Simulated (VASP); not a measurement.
TiO2, 6 atoms in the cell. Symmetry: P4_2/mnm, No. 136, tetragonal system. The conventional cell has a = 4.594 Å, b = 4.594 Å, c = 2.959 Å, α = 90.00°, β = 90.00°, γ = 90.00°. Ti (site symmetry mmm) has 6 O at 1.94 to 1.99 Å within 2.6 Å. O (site symmetry m2m) has 3 Ti at 1.94 to 1.99 Å and 1 O at 2.52 Å within 2.6 Å. 

```yaml
Program: VASP 6.6.1
Task: density of states
Functional: PBE
Potentials_or_basis: VASP PAW PBE potentials, release 64 (Ti_sv, O)
Cutoff: 520 eV
k_mesh: 7 × 7 × 10
Occupations: fermi-dirac, width 0.05 eV
Spin: no spin polarisation
Dipole_correction: no
k_mesh_for_the_DOS: 11 × 11 × 15
Occupations_for_the_DOS: tetrahedron
Further_INCAR_settings: ALGO = Normal; EDIFF = 1e-06
```

Potentials or basis: VASP PAW PBE potentials, release 64 (Ti_sv, O).

Run with:

```sh
$ cat potpaw_PBE.64/Ti_sv/POTCAR potpaw_PBE.64/O/POTCAR > POTCAR
$ cp INCAR.step1 INCAR
$ cp KPOINTS.step1 KPOINTS
$ mpirun -np 1 vasp_std > vasp.out
$ cp INCAR.step2 INCAR
$ cp KPOINTS.step2 KPOINTS
$ mpirun -np 1 vasp_std > vasp.out
```

Hardware: 1 thread of Intel Xeon 8259CL (shared host).

How long does it take, and how much memory?

Run time: 5.9 min on 1 thread of Intel Xeon 8259CL, on a shared host, peak memory 0.34 GiB. Counts: k points 168.
